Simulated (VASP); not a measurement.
# Cs2Rb (Fd-3m) in VASP: a series of runs

The runs below take Cs2Rb through single point, with PBE.

Everything below comes from runs of VASP 6.6.1. Logs are shortened: lines on timing, memory, paths and dates and some standing lists are left out, and cuts for length are marked.

### 1 The cell of the first run

Symmetry: Fd-3m, No. 227, cubic system. The conventional cell has a = 13.925 Å, b = 13.925 Å, c = 13.925 Å, α = 90.00°, β = 90.00°, γ = 90.00°.

### 2 Single point, PBE

File INCAR:

```
  ALGO = Fast
  EDIFF = 1E-7
  ENCUT = 520
  GGA = PE
  ISIF = 2
  ISMEAR = 0
  LASPH = T
  LCHARG = F
  LREAL = F
  LWAVE = F
  NBANDS = 36
  NELM = 60
  PREC = Accurate
  SIGMA = 0.1
```

File KPOINTS:

```
k-points
0
Gamma
  6 6 6
```

File POSCAR:

```
Cs2Rb
1.0
    0.0000000000      6.9624443046      6.9624443046
    6.9624443046      0.0000000000      6.9624443046
    6.9624443046      6.9624443046      0.0000000000
Cs Rb
4 2
Direct
    0.1250000000      0.1250000000      0.1250000000
    0.6250000000      0.1250000000      0.1250000000
    0.1250000000      0.1250000000      0.6250000000
    0.1250000000      0.6250000000      0.1250000000
    0.5000000000      0.5000000000      0.5000000000
    0.7500000000      0.7500000000      0.7500000000
```

Potentials or basis: VASP PAW PBE potentials, release 64 (Cs_sv, Rb_sv).

The run is started by

```bash
cat potpaw_PBE.64/Cs_sv/POTCAR potpaw_PBE.64/Rb_sv/POTCAR > POTCAR
mpirun -np 1 vasp_std > vasp.out
```

OUTCAR:

```text
EDIFF = 1E-7
   ENCUT = 520
   GGA = PE
   ISIF = 2
   ISMEAR = 0
   LASPH = T
   LREAL = F
   NELM = 60
   PREC = Accurate

 ion  position               nearest neighbor table
   1  0.125  0.125  0.125-
   2  0.625  0.125  0.125-
   3  0.125  0.125  0.625-
   4  0.125  0.625  0.125-
   5  0.500  0.500  0.500-
   6  0.750  0.750  0.750-

  LATTYP: Found a face centered cubic cell.
 ALAT       =    13.9248886092

  Lattice vectors:

 A1 = (   0.0000000000,   6.9624443046,   6.9624443046)
 A2 = (   6.9624443046,   0.0000000000,   6.9624443046)
 A3 = (   6.9624443046,   6.9624443046,   0.0000000000)

Analysis of symmetry for initial positions (statically):
=====================================================================
 Subroutine PRICEL returns:
 Original cell was already a primitive cell.

 Routine SETGRP: Setting up the symmetry group for a
 face centered cubic supercell.

 Subroutine GETGRP returns: Found 48 space group operations
 (whereof 24 operations were pure point group operations)
 out of a pool of 48 trial point group operations.

The static configuration has the point symmetry T_d .
 The point group associated with its full space group is O_h .

Analysis of symmetry for dynamics (positions and initial velocities):
=====================================================================
 Subroutine PRICEL returns:
 Original cell was already a primitive cell.

 Routine SETGRP: Setting up the symmetry group for a
 face centered cubic supercell.

 Subroutine GETGRP returns: Found 48 space group operations
 (whereof 24 operations were pure point group operations)
 out of a pool of 48 trial point group operations.

The dynamic configuration has the point symmetry T_d .
 The point group associated with its full space group is O_h .

 Subroutine INISYM returns: Found 48 space group operations
 (whereof 24 operations are pure point group operations),
 and found     1 'primitive' translations

----------------------------------------------------------------------------------------

                                     Primitive cell

  volume of cell :     675.0178

  direct lattice vectors                    reciprocal lattice vectors
     0.000000000  6.962444305  6.962444305    -0.071813860  0.071813860  0.071813860
     6.962444305  0.000000000  6.962444305     0.071813860 -0.071813860  0.071813860
     6.962444305  6.962444305  0.000000000     0.071813860  0.071813860 -0.071813860

  length of vectors
     9.846383163  9.846383163  9.846383163     0.124385254  0.124385254  0.124385254

  position of ions in fractional coordinates (direct lattice)
     0.125000000  0.125000000  0.125000000
     0.625000000  0.125000000  0.125000000
     0.125000000  0.125000000  0.625000000
     0.125000000  0.625000000  0.125000000
     0.500000000  0.500000000  0.500000000
     0.750000000  0.750000000  0.750000000

  ion indices of the primitive-cell ions
   primitive index   ion index
                 1           1
                 2           2
                 3           3
                 4           4
                 5           5
                 6           6

----------------------------------------------------------------------------------------

 KPOINTS: k-points

Automatic generation of k-mesh.
 Grid dimensions read from file:
 generate k-points for:    6    6    6

 Generating k-lattice:

  Cartesian coordinates                     Fractional coordinates (reciprocal lattice)
    -0.011968977  0.011968977  0.011968977     0.166666667  0.000000000  0.000000000
     0.011968977 -0.011968977  0.011968977     0.000000000  0.166666667  0.000000000
     0.011968977  0.011968977 -0.011968977     0.000000000  0.000000000  0.166666667

  Length of vectors
     0.020730876  0.020730876  0.020730876

  Shift w.r.t. Gamma in fractional coordinates (k-lattice)
     0.000000000  0.000000000  0.000000000

 Subroutine IBZKPT returns following result:
 ===========================================

 Found     16 irreducible k-points:

 Following reciprocal coordinates:
            Coordinates               Weight
  0.000000  0.000000  0.000000      1.000000
  0.166667  0.000000  0.000000      8.000000
  0.333333  0.000000  0.000000      8.000000
  0.500000  0.000000  0.000000      4.000000
  0.166667  0.166667  0.000000      6.000000
  0.333333  0.166667  0.000000     24.000000
[... 8 lines left out ...]
 -0.333333  0.333333  0.166667     24.000000
 -0.333333  0.500000  0.166667     12.000000
   k-points           NKPTS =     16   k-points in BZ     NKDIM =     16   number of bands    NBANDS=     36
   number of dos      NEDOS =    301   number of ions     NIONS =      6
   total plane-waves  NPLWV = 512000
   dimension x,y,z NGX =    80 NGY =   80 NGZ =   80
   dimension x,y,z NGXF=   160 NGYF=  160 NGZF=  160
   ions per type =               4   2
   NGX,Y,Z   is equivalent  to a cutoff of  13.51, 13.51, 13.51 a.u.
   NGXF,Y,Z  is equivalent  to a cutoff of  27.01, 27.01, 27.01 a.u.
 SYSTEM =  unknown system
   PREC   = accura    normal or accurate (medium, high low for compatibility)
   ISTART =      0    job   : 0-new  1-cont  2-samecut
   ICHARG =      2    charge: 1-file 2-atom 10-const
   ISPIN  =      1    spin polarized calculation?
   LNONCOLLINEAR =      F non collinear calculations
   LSORBIT =      F    spin-orbit coupling
   LASPH  =      T    aspherical Exc in radial PAW
   ENCUT  =  520.0 eV  38.22 Ry    6.18 a.u.  18.31 18.31 18.31*2*pi/ulx,y,z
   NELM   =     60;   NELMIN=  2; NELMDL= -5     # of ELM steps
   EDIFF  = 0.1E-06   stopping-criterion for ELM
   LREAL  =      F    real-space projection
   EDIFFG = 0.1E-05   stopping-criterion for IOM
   NSW    =      0    number of steps for IOM
   IBRION =     -1    ionic relax: 0-MD 1-quasi-New 2-CG
   NFREE  =      0    steps in history (QN), initial steepest desc. (CG)
   ISIF   =      2    stress and relaxation
   ISYM   =      2    0-nonsym 1-usesym 2-fastsym
   POTIM  = 0.5000    time-step for ionic-motion
   TEBEG  =    0.0;   TEEND  =   0.0 temperature during run
   PSTRESS=    0.0 pullay stress
   NELECT =      54.0000    total number of electrons
   NUPDOWN=      -1.0000    fix difference up-down
   EMIN   =  10.00;   EMAX   =-10.00  energy-range for DOS
   EFERMI =   0.00;   METHOD = LEGACY
   ISMEAR =     0;   SIGMA  =   0.10  broadening in eV -4-tet -1-fermi 0-gaus
   EFERMI_NEDOS =   21; number of points for ismear=-14 and -15
   IALGO  =     68    algorithm
   IMIX   =      4    mixing-type and parameters
     AMIX     =   0.40;   BMIX     =  1.00
     AMIX_MAG =   1.60;   BMIX_MAG =  1.00
  volume/ion in A,a.u.               =     112.50       759.21
  Fermi-wavevector in a.u.,A,eV,Ry     =   0.705398  1.333009  6.770077  0.497587
  Thomas-Fermi vector in A             =   1.790899
   LORBIT       =      0    0 simple, 1 ext, 2 COOP (PROOUT), +10 PAW based schemes
   GGA     = PE    functional components
   LHFCALC =     F    Hartree Fock is set to
   AEXX    =    0.0000 exact exchange contribution
   IVDW    =     0    specifies the selected vdW correction
   LEPSILON=     F    determine dielectric tensor
   LRPA    =     F    only Hartree local field effects (RPA)
 non-spin polarized calculation
 RMM-DIIS sequential band-by-band and
 Gauss-broadening in eV      SIGMA  =   0.10
  energy-cutoff  :      520.00
  volume of cell :      675.02
 maximum number of plane-waves:     18207
 NGX is ok and might be reduce to    80
   NGX = 37   NGY = 37   NGZ = 37

 number of electron      54.0000000 magnetization

 Free energy of the ion-electron system (eV)
  ---------------------------------------------------
  ext. energy  EPLUGINS =         0.00000000
  ---------------------------------------------------
  free energy    TOTEN  =        -5.00288396 eV

  energy without entropy =       -4.96755467  energy(sigma->0) =       -4.98521932

 E-fermi :   0.2034     XC(G=0):  -5.2860

 val. band max:        0.1909274173   @ k =   0.5000   0.1667   0.0000
 cond. band min:       0.2120175074   @ k =   0.5000   0.3333   0.0000
 fundamental gap:      0.0210900901
 Fermi energy:         0.2033690564

 k-point     1 :       0.0000    0.0000    0.0000
  band No.  band energies     occupation
      1     -28.7393      2.00000
      2     -28.7392      2.00000
      3     -23.7228      2.00000
      4     -23.7061      2.00000
      5     -23.7061      2.00000
      6     -23.7061      2.00000
[... 28 lines left out ...]
     35       1.2510      0.00000
     36       1.3090      0.00000

 k-point     2 :       0.1667    0.0000    0.0000
  band No.  band energies     occupation
      1     -28.7393      2.00000
      2     -28.7392      2.00000
      3     -23.7220      2.00000
      4     -23.7069      2.00000
      5     -23.7061      2.00000
      6     -23.7061      2.00000
[... 28 lines left out ...]
     35       1.3302      0.00000
     36       1.7228      0.00000

 k-point     3 :       0.3333    0.0000    0.0000
  band No.  band energies     occupation
      1     -28.7393      2.00000
      2     -28.7392      2.00000
      3     -23.7200      2.00000
      4     -23.7089      2.00000
      5     -23.7061      2.00000
      6     -23.7061      2.00000
[... 28 lines left out ...]
     35       1.4317      0.00000
     36       1.8252      0.00000
[... 430 lines left out ...]
 k-point    15 :      -0.3333    0.3333    0.1667
  band No.  band energies     occupation
      1     -28.7393      2.00000
      2     -28.7392      2.00000
      3     -23.7165      2.00000
      4     -23.7124      2.00000
      5     -23.7061      2.00000
      6     -23.7061      2.00000
[... 28 lines left out ...]
     35       1.5730      0.00000
     36       1.8163      0.00000

 k-point    16 :      -0.3333    0.5000    0.1667
  band No.  band energies     occupation
      1     -28.7393      2.00000
      2     -28.7393      2.00000
      3     -23.7145      2.00000
      4     -23.7145      2.00000
      5     -23.7061      2.00000
      6     -23.7061      2.00000
[... 28 lines left out ...]
     35       1.7611      0.00000
     36       1.7982      0.00000

------------------------ aborting loop because EDIFF is reached ----------------------------------------

  FORCE on cell =-STRESS in cart. coord.  units (eV):
  Direction    XX          YY          ZZ          XY          YZ          ZX
  --------------------------------------------------------------------------------------
  -------------------------------------------------------------------------------------
  Total        0.0095138      0.0095138      0.0095138      0.0000000      0.0000000     -0.0000000
  in kB        0.0225812      0.0225812      0.0225812      0.0000000      0.0000000     -0.0000000
  external PRESSURE =       0.0225812 kB  Pullay stress =       0.0000000 kB

 VOLUME and BASIS-vectors are now :
 -----------------------------------------------------------------------------
  energy-cutoff  :      520.00
  volume of cell :      675.02
      direct lattice vectors                 reciprocal lattice vectors
     0.000000000  6.962444305  6.962444305    -0.071813860  0.071813860  0.071813860
     6.962444305  0.000000000  6.962444305     0.071813860 -0.071813860  0.071813860
     6.962444305  6.962444305  0.000000000     0.071813860  0.071813860 -0.071813860

 POSITION                                       TOTAL-FORCE (eV/Angst)
 -----------------------------------------------------------------------------------
      1.74061      1.74061      1.74061         0.000000     -0.000000     -0.000000
      1.74061      5.22183      5.22183         0.000000     -0.000000     -0.000000
      5.22183      5.22183      1.74061         0.000000     -0.000000      0.000000
      5.22183      1.74061      5.22183         0.000000     -0.000000      0.000000
      6.96244      6.96244      6.96244        -0.000000      0.000000      0.000000
     10.44367     10.44367     10.44367        -0.000000     -0.000000     -0.000000
 -----------------------------------------------------------------------------------
    total drift:                               -0.000000     -0.000000     -0.000000

  FREE ENERGIE OF THE ION-ELECTRON SYSTEM (eV)
  ---------------------------------------------------
  free  energy   TOTEN  =        -5.0028839632 eV

  energy  without entropy=       -4.9675546733  energy(sigma->0) =       -4.98521932
```

It took 13 min on 1 thread of Intel Xeon Platinum 8488C (Sapphire Rapids), shared host; peak memory 1.1 GiB.

What came out:

| Property | Result |
| --- | --- |
| Free energy | -5.0029 eV |
| Pressure | 0.0 GPa |
| Band gap on the k mesh | zero (bands 27 and 28 overlap by 0.80 eV) |

Levels at points of the mesh, in eV from the Fermi level:
```
           k point  band 24  band 25  band 26  band 27  band 28  band 29  band 30  band 31
(0.00, 0.00, 0.00)   -10.63    -1.70    -0.02     0.44     0.44     0.44     0.69     0.69
(0.50, 0.00, 0.00)   -10.63    -1.04    -0.89     0.14     0.43     0.43     0.71     0.71
(0.50, 0.50, 0.00)   -10.64    -0.74    -0.74    -0.04    -0.04     0.17     0.17     1.16
```

Caveat: spin-orbit coupling is left out, which moves the levels of the heavy elements.

### 3 Single point, PBE

File INCAR:

```
SYSTEM = Cs2Rb
PREC = Accurate
ENCUT = 520
EDIFF = 1E-6
ISMEAR = 0
SIGMA = 0.1
LREAL = .FALSE.
LASPH = .TRUE.
NELM = 100
ALGO = Fast
ISIF = 2
LWAVE = .FALSE.
LCHARG = .TRUE.
GGA = PE
LELF = .TRUE.
LVHAR = .TRUE.
NBANDS = 36
```

File KPOINTS:

```
Automatic mesh
0
G
  6 6 6
  0 0 0
```

POSCAR is that of step 2.

Potentials or basis: VASP PAW PBE potentials, release 64 (Cs_sv, Rb_sv).

The run is started by

```bash
cat potpaw_PBE.64/Cs_sv/POTCAR potpaw_PBE.64/Rb_sv/POTCAR > POTCAR
mpirun -np 1 vasp_std > vasp.out
```

Run time: 9.4 min. Hardware: 1 thread of Intel Xeon Platinum 8488C (Sapphire Rapids), shared host; peak memory 1.2 GiB.

Results (log left out):

| Property | Result |
| --- | --- |
| Free energy | -5.0029 eV |
| Pressure | 0.0 GPa |
| Band gap on the k mesh | zero (bands 27 and 28 overlap by 0.80 eV) |

Levels at points of the mesh, in eV from the Fermi level:
| k point | band 25 | band 26 | band 27 | band 28 | band 29 | band 30 |
| --- | --- | --- | --- | --- | --- | --- |
| (0.00, 0.00, 0.00) | -1.70 | -0.02 | 0.44 | 0.44 | 0.44 | 0.69 |
| (0.50, 0.00, 0.00) | -1.04 | -0.89 | 0.14 | 0.43 | 0.43 | 0.71 |
| (0.50, 0.50, 0.00) | -0.74 | -0.74 | -0.04 | -0.04 | 0.17 | 0.17 |

Caveat: spin-orbit coupling is left out, which moves the levels of the heavy elements.
